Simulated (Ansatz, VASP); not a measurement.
# Two plane-wave programs on C

The input INCAR:

```
SYSTEM = C
  PREC = Accurate
  ENCUT = 520
  EDIFF = 1E-6
  ISMEAR = 0
  SIGMA = 0.03
  LREAL = .False.
  LASPH = .True.
  NELM = 100
  ALGO = Normal
  ISIF = 2
  LWAVE = .False.
  LCHARG = .True.
  GGA = PS
  IVDW = 12
  LELF = .True.
  LVHAR = .True.
  NBANDS = 11
```

File KPOINTS:

```
Automatic mesh
0
Gamma
  16 16 16
  0 0 0
```

File POSCAR:

```
C
1.0
    0.0000000000      2.1467349466      3.3536616560
    1.2402383360      0.0000000000      3.3536616560
    1.2402383360      2.1467349466      0.0000000000
C
2
Direct
    0.2019510748      0.7980489252      0.2019510748
    0.7980489252      0.2019510748      0.7980489252
```

Input for Ansatz:

```yaml
crystal:
  lattice:
    - [0.0, 2.1467349466, 3.353661656]
    - [1.240238336, 0.0, 3.353661656]
    - [1.240238336, 2.1467349466, 0.0]
  atoms:
    - { symbol: C, position: [0.2019510748, 0.7980489252, 0.2019510748] }
    - { symbol: C, position: [0.7980489252, 0.2019510748, 0.7980489252] }
basis:
  ecutwfc: 520.0
kpoints:
  mp_grid: { grid: [16, 16, 16] }
hamiltonian:
  xc: pbesol
  pseudopotentials: { kind: paw, azcp: { folder: soft_1 } }
  dispersion: d3bj
scf:
  occupations: { method: gaussian, width: 0.03 }
output:
  forces: true
  stress: true
  eigenvalues: true
```

Alike in both runs: task single point; functional PBEsol; dispersion D3(BJ); k mesh 16 × 16 × 16; occupations gaussian, width 0.03 eV; no spin polarisation.

```csv
,VASP,Ansatz
version,VASP 6.6.1,Ansatz 0.2.0
potentials or method,"VASP PAW PBE potentials, release 64 (C), cutoff 520 eV","scalar-relativistic, plane waves, PAW"
valence electrons in the cell,8,8
```

Ansatz gave:

```
gap on the k mesh at the Fermi level (eV)                     : none
pressure (GPa)                                                : 17.9
traceless stress, the component that is largest in VASP (GPa) : 31.24
rms of the force components (eV/Å)                            : 4.498
```

Problem. What did VASP give for the same quantities?

Solution. gap on the k mesh at the Fermi level (eV): none; pressure (GPa): 18.3; traceless stress, the component that is largest in VASP (GPa): 31.90; rms of the force components (eV/Å): 4.499.

VASP's potentials were made for PBE, not for PBEsol, and Ansatz warns of the same on its side. Atom by atom the forces differ by 0.001 eV/Å (rms over components). A gap of «none» marks a metal or a gap that the smearing closes.
